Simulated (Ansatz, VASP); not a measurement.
## One calculation of InSe, two programs

The input INCAR:

```
SYSTEM = InSe
PREC     = Accurate       ! precision mode
ENCUT    = 520            ! plane-wave cutoff, eV
EDIFF    = 1E-7           ! SCF threshold, eV
ISMEAR   = 0              ! smearing method
SIGMA    = 0.01           ! smearing width, eV
LREAL    = .FALSE.        ! projectors in reciprocal space
LASPH    = .TRUE.         ! aspherical terms in the spheres
NELM     = 60             ! most SCF steps
ALGO     = Normal         ! electronic algorithm
ISIF     = 2              ! what is computed and relaxed
LWAVE    = .FALSE.        ! write WAVECAR
LCHARG   = .TRUE.         ! write CHGCAR
GGA      = CA             ! functional
LELF     = .TRUE.         ! ELF
LVHAR    = .TRUE.       
NBANDS   = 27             ! bands
```

KPOINTS

```
regular mesh
0
G
  6 6 6
  0 0 0
```

The input POSCAR:

```
InSe
1.0
    2.0000000000      1.1547005400      8.4400000000
   -2.0000000000      1.1547005400      8.4400000000
    0.0000000000     -2.3094010800      8.4400000000
In Se
2 2
Direct
    0.0000000000      0.0000000000      0.0000000000
    0.1114000000      0.1114000000      0.1114000000
    0.6165000000      0.6165000000      0.6165000000
    0.8281000000      0.8281000000      0.8281000000
```

Input for Ansatz:

```yaml
crystal:
  lattice:
    - [2.0, 1.15470054, 8.44]
    - [-2.0, 1.15470054, 8.44]
    - [0.0, -2.30940108, 8.44]
  atoms:
    - { symbol: In, position: [0.0, 0.0, 0.0] }
    - { symbol: In, position: [0.1114, 0.1114, 0.1114] }
    - { symbol: Se, position: [0.6165, 0.6165, 0.6165] }
    - { symbol: Se, position: [0.8281, 0.8281, 0.8281] }
kpoints:
  mp_grid:
    grid: [6, 6, 6]
hamiltonian:
  xc: lda
scf:
  n_extra_bands: 4
  lower_state_search: light
  occupations:
    method: fixed
output:
  stress: true
```

Alike in both runs: task single point; functional LDA; k mesh 6 × 6 × 6; no spin polarisation.

```csv
,VASP,Ansatz
version,VASP 6.6.1,Ansatz 0.2.0
potentials or method,"VASP PAW LDA potentials, release 64 (In_d, Se)","plane waves, PAW"
plane-wave cutoff (eV),520,420
occupations,"gaussian, width 0.01 eV",fixed
valence electrons in the cell,38,58
```

VASP gave:

| Property | Result |
| --- | --- |
| pressure (GPa) | -1.4 |
| traceless stress, the component that is largest in VASP (GPa) | -0.84 |

**Question.** Which values does Ansatz return?

**Answer.** Pressure (GPa): -1.5; traceless stress, the component that is largest in VASP (GPa): -0.84.

LDA's correlation is that of Perdew and Zunger in VASP and of Perdew and Wang (1992) in Ansatz. VASP's potentials hold 38 valence electrons a cell and Ansatz's 58, so a difference there can come from the potentials and not from the codes.
